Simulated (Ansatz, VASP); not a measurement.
# FeGe16: VASP beside Ansatz

INCAR

```
PREC = Accurate
ENCUT = 600
EDIFF = 1E-6
ISMEAR = 0
SIGMA = 0.05
LREAL = F
LASPH = T
NELM = 200
ALGO = Normal
ISIF = 2
LWAVE = F
LCHARG = F
ISPIN = 2
MAGMOM = 2 0 0 0 0 0 0 0 0 0 0 0 0 0 0 0 0
LORBIT = 11
LMAXMIX = 4
LDAU = T
LDAUTYPE = 2
LDAUL = 2 -1
LDAUU = 4 0
LDAUJ = 0 0
LDAUPRINT = 1
GGA = PS
NBANDS = 134
GGA_COMPAT = F
```

The input KPOINTS:

```
regular mesh
0
Gamma
  3 3 3
```

Contents of POSCAR:

```
FeGe16
1.0
    0.0000000000      5.6575400000      5.6575400000
    5.6575400000      0.0000000000      5.6575400000
    5.6575400000      5.6575400000      0.0000000000
Fe Ge
1 16
Direct
    0.2500000000      0.2500000000      0.2500000000
    1.0000000000      1.0000000000      0.0000000000
    0.9976125891      0.9976125891      0.5023874109
    0.9976125891      0.5023874109      0.9976125891
    0.9976125891      0.5023874109      0.5023874109
    0.5023874109      0.9976125891      0.9976125891
    0.5023874109      0.9976125891      0.5023874109
    0.5023874109      0.5023874109      0.9976125891
    0.5000000000      0.5000000000      0.5000000000
    0.1242205332      0.1242205332      0.1242205332
    0.1242205332      0.1242205332      0.6273384004
    0.1242205332      0.6273384004      0.1242205332
    0.1277661185      0.6240779605      0.6240779605
    0.6273384004      0.1242205332      0.1242205332
    0.6240779605      0.1277661185      0.6240779605
    0.6240779605      0.6240779605      0.1277661185
    0.6240779605      0.6240779605      0.6240779605
```

Input for Ansatz:

```yaml
crystal:
  lattice:
    - [0.0, 5.65754, 5.65754]
    - [5.65754, 0.0, 5.65754]
    - [5.65754, 5.65754, 0.0]
  atoms:
    - { symbol: Fe, position: [0.25, 0.25, 0.25], spin: 2.0 }
    - { symbol: Ge, position: [1.0, 1.0, 0.0] }
    - { symbol: Ge, position: [0.9976125891, 0.9976125891, 0.5023874109] }
    - { symbol: Ge, position: [0.9976125891, 0.5023874109, 0.9976125891] }
    - { symbol: Ge, position: [0.9976125891, 0.5023874109, 0.5023874109] }
    - { symbol: Ge, position: [0.5023874109, 0.9976125891, 0.9976125891] }
    - { symbol: Ge, position: [0.5023874109, 0.9976125891, 0.5023874109] }
    - { symbol: Ge, position: [0.5023874109, 0.5023874109, 0.9976125891] }
    - { symbol: Ge, position: [0.5, 0.5, 0.5] }
    - { symbol: Ge, position: [0.1242205332, 0.1242205332, 0.1242205332] }
    - { symbol: Ge, position: [0.1242205332, 0.1242205332, 0.6273384004] }
    - { symbol: Ge, position: [0.1242205332, 0.6273384004, 0.1242205332] }
    - { symbol: Ge, position: [0.1277661185, 0.6240779605, 0.6240779605] }
    - { symbol: Ge, position: [0.6273384004, 0.1242205332, 0.1242205332] }
    - { symbol: Ge, position: [0.6240779605, 0.1277661185, 0.6240779605] }
    - { symbol: Ge, position: [0.6240779605, 0.6240779605, 0.1277661185] }
    - { symbol: Ge, position: [0.6240779605, 0.6240779605, 0.6240779605] }
basis:
  ecutwfc: 420
  ecutrho_ratio: 4
kpoints:
  mp_grid: { grid: [3, 3, 3] }
hamiltonian:
  xc: pbesol
  hubbard: { sites: [{ site: 0, l: d, u_eff: 4.0 }] }
scf:
  occupations: { method: gaussian, width: 0.05 }
output:
  forces: true
  stress: true
  eigenvalues: true
  populations: true
  hubbard: { sites: [{ site: 0, l: d }] }
  write_density: true
  write_potential: true
  elf: true
  volumetric_format: npy
magnetization:
  spin_polarized: true
```

Alike in both runs: task single point; functional PBEsol; k mesh 3 × 3 × 3; occupations gaussian, width 0.05 eV; collinear spin; Hubbard terms Fe d U = 4.0 eV.

```csv
,VASP,Ansatz
version,VASP 6.6.1,Ansatz 0.2.0
potentials or method,"VASP PAW PBE potentials, release 64 (Fe, Ge_d), cutoff 600 eV","scalar-relativistic, plane waves, PAW"
valence electrons in the cell,232,240
```

VASP gave:

- gap on the k mesh at the Fermi level (eV): none
- pressure (GPa): 2.6
- rms of the force components (eV/Å): 0.015
- net moment per atom (μB): 0.16
- size of the moment on the site where the two differ most (μB): 2.66

Problem. Estimate Ansatz's values.

Solution. gap on the k mesh at the Fermi level (eV): none; pressure (GPa): 4.0; rms of the force components (eV/Å): 0.155; net moment per atom (μB): 0.18; size of the moment on the site where the two differ most (μB): 2.68.

VASP's potentials were made for PBE, not for PBEsol. Site moments also hang on the region over which each program counts them. The programs project onto different local orbitals, so the same U acts differently, and such runs can settle in different states. Atom by atom the forces differ by 0.147 eV/Å (rms over components). A gap of «none» marks a metal or a gap that the smearing closes. VASP's potentials hold 232 valence electrons a cell and Ansatz's 240, so a difference there can come from the potentials and not from the codes. Ansatz's warnings: filled band counts differ across k points.
